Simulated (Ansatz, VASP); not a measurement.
**One calculation of BN, two programs**

Contents of INCAR:

```
  ALGO = Normal
  EDIFF = 1E-6
  ENCUT = 600
  GGA = PE
  GGA_COMPAT = F
  ISIF = 2
  ISMEAR = 0
  LASPH = T
  LCHARG = F
  LREAL = F
  LWAVE = F
  NBANDS = 11
  NELM = 120
  PREC = Accurate
  SIGMA = 0.05
```

Contents of KPOINTS:

```
k-points
0
Gamma
  12 12 12
```

File POSCAR:

```
BN
1.0
    0.0000000000      1.8123485134      1.8123485134
    1.8123485134      0.0000000000      1.8123485134
    1.8123485134      1.8123485134      0.0000000000
B N
1 1
Direct
    0.0000000000      0.0000000000      0.0000000000
    0.7500000000      0.7500000000      0.7500000000
```

Input for Ansatz:

```yaml
crystal:
  lattice:
    - [0.0, 1.8123485119, 1.8123485119]
    - [1.8123485119, 0.0, 1.8123485119]
    - [1.8123485119, 1.8123485119, 0.0]
  atoms:
    - { symbol: B, position: [0.0, 0.0, 0.0] }
    - { symbol: "N", position: [0.75, 0.75, 0.75] }
basis:
  ecutwfc: 420
kpoints:
  mp_grid: { grid: [12, 12, 12] }
hamiltonian:
  xc: pbe
scf:
  occupations: { method: gaussian, width: 0.05 }
output:
  forces: true
  stress: true
  eigenvalues: true
```

Alike in both runs: task single point; functional PBE; k mesh 12 × 12 × 12; occupations gaussian, width 0.05 eV; no spin polarisation.

|  | VASP | Ansatz |
| --- | --- | --- |
| version | VASP 6.6.1 | Ansatz 0.2.0 |
| potentials or method | VASP PAW PBE potentials, release 64 (B, N), cutoff 600 eV | scalar-relativistic, plane waves, PAW |
| valence electrons in the cell | 8 | 8 |

```tsv
	VASP	Ansatz	Ansatz less VASP
gap on the k mesh at the Fermi level (eV)	4.45	4.46	+0.012
least direct gap on the mesh (eV)	8.78	8.79	+0.011
pressure (GPa)	0.0	0.0	+0.02
```
